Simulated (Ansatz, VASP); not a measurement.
Two plane-wave programs on WC

```
W C
1.0
     2.89820    0.00000    0.00000
    -1.44910    2.50991    0.00000
     0.00000    0.00000    2.80309
W C
1 1
Direct
  0.00000 0.00000 0.00000
  0.66667 0.33333 0.50000
```

Change from the starting cell: z stretched by -1 %, ions relaxed.

Alike in both runs: functional PBE; k mesh 18 × 18 × 16; occupations fermi-dirac, width 0.05 eV; collinear spin.

Ansatz relaxed the structure, and its values are those at the end. VASP's run is a single point on that final structure, the one shown.

|  | VASP | Ansatz |
| --- | --- | --- |
| version | VASP 6.6.1 | Ansatz 0.2.0 |
| potentials or method | VASP PAW PBE potentials, release 64 (W_sv, C) | plane-wave PAW, scalar-relativistic |
| plane-wave cutoff (eV) | 520 | 420 |
| valence electrons in the cell | 18 | 18 |

Ansatz gave:

* pressure (GPa): 13.5
* net moment per atom (μB): 0.00

Problem. What did VASP give for the same quantities?

Solution. Pressure (GPa): 14.7; net moment per atom (μB): 0.00.

Ansatz's warnings: seeded moment not kept, stress scf threshold loose.

Spin-orbit coupling is off throughout.
